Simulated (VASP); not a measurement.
Crystal: Li.

```xyz
10
Lattice="7.4889 0.0000 0.0000 0.0000 7.4889 0.0000 0.0000 0.0000 3.7203" Properties=species:S:1:pos:R:3 pbc="T T T"
Li    5.0067    6.2267    1.8602
Li    6.2267    2.4823    1.8602
Li    2.4823    1.2622    1.8602
Li    1.2622    5.0067    1.8602
Li    3.7445    3.7445    0.0000
Li    0.0000    0.0000    0.0000
Li    4.7407    0.9963    0.0000
Li    6.4927    4.7407    0.0000
Li    0.9963    2.7482    0.0000
Li    2.7482    6.4927    0.0000
```

* Program: VASP 6.6.1
* Task: relaxation of cell and atoms
* Functional: PBE
* Potentials or basis: VASP PAW PBE potentials, release 64 (Li_sv)
* Cutoff: 600 eV
* k mesh: 2 × 2 × 6
* Occupations: gaussian, width 0.1 eV
* Spin: no spin polarisation

At the start: pressure -0.2 GPa; volume 20.86 Å³/atom.

Task: Where does the relaxation end?

Result: Over 5 steps the energy falls by 5.6 meV/atom and the volume is 20.38 Å³/atom (-2.3 %); space group P4/mbm (No. 127, to 0.1 Å) before and after.

Step by step:
| step | energy change (eV) | largest force (eV/Å) | pressure (GPa) | volume (Å³) |
| --- | --- | --- | --- | --- |
| 1 | 0.0000 | 0.0168 | -0.15 | 208.65 |
| 2 | -0.0133 | 0.0166 | -0.12 | 208.05 |
| 3 | -0.0432 | 0.0194 | -0.01 | 206.18 |
| 4 | -0.0497 | 0.0253 | 0.26 | 202.11 |
| 5 | -0.0561 | 0.0220 | 0.13 | 203.78 |

Final structure:
```
CELL_PARAMETERS angstrom
7.62237 0.00000 0.00000
0.00000 7.62237 0.00000
0.00000 0.00000 3.50740
ATOMIC_POSITIONS crystal
Li 0.66802 0.83198 0.50000
Li 0.83198 0.33198 0.50000
Li 0.33198 0.16802 0.50000
Li 0.16802 0.66802 0.50000
Li 0.50000 0.50000 0.00000
Li 0.00000 0.00000 0.00000
Li 0.63245 0.13245 0.00000
Li 0.86755 0.63245 0.00000
Li 0.13245 0.36755 0.00000
Li 0.36755 0.86755 0.00000
```

Caveat: the k points lie up to 0.41 Å⁻¹ apart in the final cell, too coarse for converged energies and pressures of a metal; the cutoff is under 1.25 times the usual one of these potentials, so pressure, stress and relaxed cells hold a basis-set (Pulay) error.
